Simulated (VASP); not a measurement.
# Mo in VASP: further runs, part 2 of 2

VASP 6.6.1.

### 4 Single point, PBEsol-based screened hybrid with 25 % exact exchange

This run uses another cell than the first one, of 15.89 Å³/atom.

Input file POSCAR:

```
Mo
1.0
   -1.5838089719      1.5838089719      1.5838089719
    1.5838089719     -1.5838089719      1.5838089719
    1.5838089719      1.5838089719     -1.5838089719
Mo
1
Direct
    0.0000000000      0.0000000000      0.0000000000
```

Input file INCAR.step1:

```
SYSTEM = Mo
PREC     = Accurate       ! precision mode
ENCUT    = 520            ! plane-wave cutoff, eV
EDIFF    = 1E-5           ! SCF threshold, eV
ISMEAR   = -1             ! smearing method
SIGMA    = 0.05           ! smearing width, eV
LREAL    = .FALSE.        ! projectors in reciprocal space
LASPH    = .TRUE.         ! aspherical terms in the spheres
NELM     = 100            ! most SCF steps
ALGO     = Normal         ! electronic algorithm
ISIF     = 2              ! what is computed and relaxed
LWAVE    = .TRUE.         ! write WAVECAR
LCHARG   = .FALSE.        ! write CHGCAR
NBANDS   = 13             ! bands
GGA      = PE             ! functional
```

Input file INCAR.step2:

```
SYSTEM = Mo
PREC     = Accurate       ! precision mode
ENCUT    = 520            ! plane-wave cutoff, eV
EDIFF    = 1E-6           ! SCF threshold, eV
ISMEAR   = -1             ! smearing method
SIGMA    = 0.05           ! smearing width, eV
LREAL    = .FALSE.        ! projectors in reciprocal space
LASPH    = .TRUE.         ! aspherical terms in the spheres
NELM     = 100            ! most SCF steps
ALGO     = Normal         ! electronic algorithm
ISIF     = 2              ! what is computed and relaxed
LWAVE    = .FALSE.        ! write WAVECAR
LCHARG   = .FALSE.        ! write CHGCAR
GGA      = PS             ! functional
LHFCALC  = .TRUE.         ! exact exchange
AEXX     = 0.25           ! exact-exchange fraction
HFSCREEN = 0.207          ! screening, 1/A
PRECFOCK = Normal       
NBANDS   = 13             ! bands
ISTART   = 1
```

Input file KPOINTS:

```
regular mesh
0
G
  6 6 6
  0 0 0
```

Run with:

```
$ cat potpaw_PBE.64/Mo_sv/POTCAR > POTCAR
$ cp INCAR.step1 INCAR
$ mpirun -np 1 vasp_std > vasp.out
$ cp INCAR.step2 INCAR
$ mpirun -np 1 vasp_std > vasp.out
```

It took 8.2 min on 1 thread of AMD EPYC 7R13 (Zen 3), shared host; peak memory 0.2 GiB.

The run converged. Its results:

* Free energy: -13.5152 eV
* Pressure: -13.8 GPa
* Band gap on the k mesh: zero (bands 7 and 8 overlap by 6.25 eV)

Levels at points of the mesh, in eV from the Fermi level:
```tsv
k point	band 5	band 6	band 7	band 8	band 9	band 10
(0.00, 0.00, 0.00)	-8.33	-1.69	-1.69	-1.69	2.39	2.39
(0.50, 0.00, 0.00)	-6.07	-3.96	1.38	2.35	3.02	5.33
(0.50, 0.50, 0.50)	-6.02	-6.02	4.56	4.56	4.56	9.66
```

Caveat: the k points lie up to 0.47 Å⁻¹ apart, too coarse for converged energies and pressures of a metal; the PAW data sets were made with another functional, which shifts forces and pressure a little.

### 5 Single point, PBE (the cell strained at random)

Input file INCAR:

```
PREC     = Accurate       # precision mode
ENCUT    = 520            # plane-wave cutoff, eV
EDIFF    = 1E-6           # SCF threshold, eV
ISMEAR   = -1             # smearing method
SIGMA    = 0.05           # smearing width, eV
LREAL    = False          # projectors in reciprocal space
LASPH    = True           # aspherical terms in the spheres
NELM     = 100            # most SCF steps
ALGO     = Fast           # electronic algorithm
ISIF     = 2              # what is computed and relaxed
LWAVE    = False          # write WAVECAR
LCHARG   = False          # write CHGCAR
GGA      = PE             # functional
NBANDS   = 13             # bands
```

Input file KPOINTS:

```
Automatic mesh
0
Gamma
  12 12 12
```

Input file POSCAR:

```
Mo
1.0
   -1.5943890000      1.5912960000      1.5845360000
    1.6123860000     -1.5430600000      1.5542960000
    1.6065880000      1.5552580000     -1.5362990000
Mo
1
Direct
   -0.0048930000     -0.0285050000     -0.0279780000
```

Run with:

```
$ cat potpaw_PBE.64/Mo_sv/POTCAR > POTCAR
$ mpirun -np 1 vasp_std > vasp.out
```

It took 1.7 min on 1 thread of Intel Xeon Platinum 8259CL at 2.50GHz (Skylake/Cascade Lake), shared host; peak memory 0.26 GiB.

It converged, with:

```yaml
Free_energy: -10.9388 eV
Pressure: -1.1 GPa
Band_gap_on_the_k_mesh: zero (bands 7 and 8 overlap by 4.72 eV)
```

Stress tensor (GPa, compression positive):
```
-6.37 -0.84 -1.27
-0.84  1.05 -3.21
-1.27 -3.21  1.95
```

Levels at points of the mesh, in eV from the Fermi level:
```csv
k point,band 4,band 5,band 6,band 7,band 8,band 9,band 10,band 11
"(0.00, 0.00, 0.00)",-34.50,-7.14,-1.62,-1.25,-1.03,1.50,1.87,14.54
"(0.50, 0.00, 0.00)",-34.54,-5.19,-3.55,1.48,2.07,2.61,4.54,11.23
"(0.00, 0.50, 0.00)",-34.53,-5.17,-3.24,1.46,1.60,2.38,4.57,11.25
"(0.50, 0.50, 0.00)",-34.55,-5.18,-3.16,1.49,1.59,2.24,4.68,11.43
"(0.00, 0.00, 0.50)",-34.54,-5.17,-3.19,1.47,1.55,2.32,4.58,11.27
"(0.50, 0.00, 0.50)",-34.55,-5.19,-3.18,1.49,1.64,2.24,4.70,11.50
"(0.00, 0.50, 0.50)",-34.59,-5.23,-3.40,1.78,1.99,2.22,4.87,11.67
"(0.50, 0.50, 0.50)",-35.37,-5.31,-5.24,3.62,3.92,4.23,8.55,9.01
```

Caveat: the cell differs from its parent crystal (the cell strained at random); the stress differs along the axes, from -6 to 2 GPa.

### 6 Single point, r2SCAN+D4+U

This run uses another cell than the first one, of 15.89 Å³/atom.

Input file POSCAR:

```
Mo
1.0
   -1.5838089700      1.5838089700      1.5838089700
    1.5838089700     -1.5838089700      1.5838089700
    1.5838089700      1.5838089700     -1.5838089700
Mo
1
Direct
    0.0000000000      0.0000000000      0.0000000000
```

Input file INCAR.step1:

```
PREC = Accurate
ENCUT = 550
ISMEAR = 0
SIGMA = 0.1
LREAL = F
LASPH = T
NELM = 200
LMAXMIX = 4
LDAU = T
LDAUTYPE = 2
LDAUL = 2
LDAUU = 4
LDAUJ = 0
NBANDS = 13
GGA = PE
ALGO = Normal
EDIFF = 1E-5
LWAVE = T
LCHARG = F
GGA_COMPAT = F
```

Input file INCAR.step2:

```
PREC = Accurate
ENCUT = 550
EDIFF = 1E-6
ISMEAR = 0
SIGMA = 0.1
LREAL = F
LASPH = T
NELM = 200
ALGO = Normal
ISIF = 2
LWAVE = F
LCHARG = F
LMAXMIX = 4
LDAU = T
LDAUTYPE = 2
LDAUL = 2
LDAUU = 4
LDAUJ = 0
LDAUPRINT = 1
METAGGA = R2SCAN
LMIXTAU = T
IVDW = 13
VDW_S6 = 1.0
VDW_S8 = 0.6018749
VDW_A1 = 0.51559235
VDW_A2 = 5.77342911
NBANDS = 13
ISTART = 1
GGA_COMPAT = F
```

KPOINTS is that of step 5.

Potentials or basis: VASP PAW PBE potentials, release 64 (Mo_sv).

Run with:

```
$ cat potpaw_PBE.64/Mo_sv/POTCAR > POTCAR
$ cp INCAR.step1 INCAR
$ mpirun -np 1 vasp_std > vasp.out
$ cp INCAR.step2 INCAR
$ mpirun -np 1 vasp_std > vasp.out
```

Run time: 32 s. Hardware: 1 thread of Intel Xeon 8259CL, shared host; peak memory 0.15 GiB.

It converged, with:

```yaml
Free_energy: -21.7164 eV
Pressure: 4.5 GPa
Band_gap_on_the_k_mesh: zero (bands 7 and 8 overlap by 5.44 eV)
Dispersion_energy_per_atom: -0.197 eV
```

Levels at points of the mesh, in eV from the Fermi level:
```
           k point  band 5  band 6  band 7  band 8  band 9  band 10
(0.00, 0.00, 0.00)   -7.84   -1.56   -1.56   -1.56    2.58     2.58
(0.50, 0.00, 0.00)   -5.48   -3.67    1.27    2.29    3.27     4.65
(0.50, 0.50, 0.50)   -4.97   -4.97    3.88    3.88    3.88     9.08
```

Eigenvalues of the final occupation matrices:
```tsv
site	spin	trace	eigenvalues
site 1 d	1	1.91	0.25 0.25 0.47 0.47 0.47
site 1 d	2	1.91	0.25 0.25 0.47 0.47 0.47
```

Caveat: the cell stands under pressure; the PAW data sets were made with another functional, which shifts forces and pressure a little; U without spin polarisation on a metal has little footing; the U is typed as a test and isn't derived for this compound.

### 7 Overview

| level | U | cell | k mesh | cutoff (eV) | smearing | grid for exact exchange (PRECFOCK) | share of exact exchange | screening parameter | gap on the mesh (eV) | pressure (GPa) |
| --- | --- | --- | --- | --- | --- | --- | --- | --- | --- | --- |
| PBE0 | - | a = 2.712 Å, angles 109.5°, 1 atom | 6 × 6 × 6 | 520 | fermi-dirac 0.05 eV | Normal | 0.25 | - | none | 0.7 |
| HSE06 | - | a = 2.711 Å, angles 109.5°, 1 atom | 6 × 6 × 6 | 520 | fermi-dirac 0.05 eV | Normal | 0.25 | 0.2079 1/Å | none | 0.9 |
| PBEsol-based screened hybrid with 25 % exact exchange | - | a = 2.743 Å, angles 109.5°, 1 atom | 6 × 6 × 6 | 520 | fermi-dirac 0.05 eV | Normal | 0.25 | 0.207 1/Å | none | -13.8 |
| PBE | - | a = 2.754, b = 2.720, c = 2.713 Å, angles 107.3, 109.7, 110.0°, 1 atom | 12 × 12 × 12 | 520 | fermi-dirac 0.05 eV | - | - | - | none | -1.1 |
| r2SCAN+D4+U | Mo d U = 4.0 eV | a = 2.743 Å, angles 109.5°, 1 atom | 12 × 12 × 12 | 550 | gaussian 0.1 eV | - | - | - | none | 4.5 |

Alike in all rows: task single point; potentials or basis VASP PAW PBE potentials, release 64 (Mo_sv); no spin polarisation.

Caveats: some runs use coarse meshes; the PAW data sets were made with another functional, which shifts forces and pressure a little (at least some runs); the stress differs along the axes, from -6 to 2 GPa (at least some runs); the cell stands under pressure (at least some runs); U without spin polarisation on a metal has little footing (at least some runs); the U is typed as a test and isn't derived for this compound (at least some runs).

Total energies depend on the potentials used, so only differences within one code and one set of settings carry meaning.
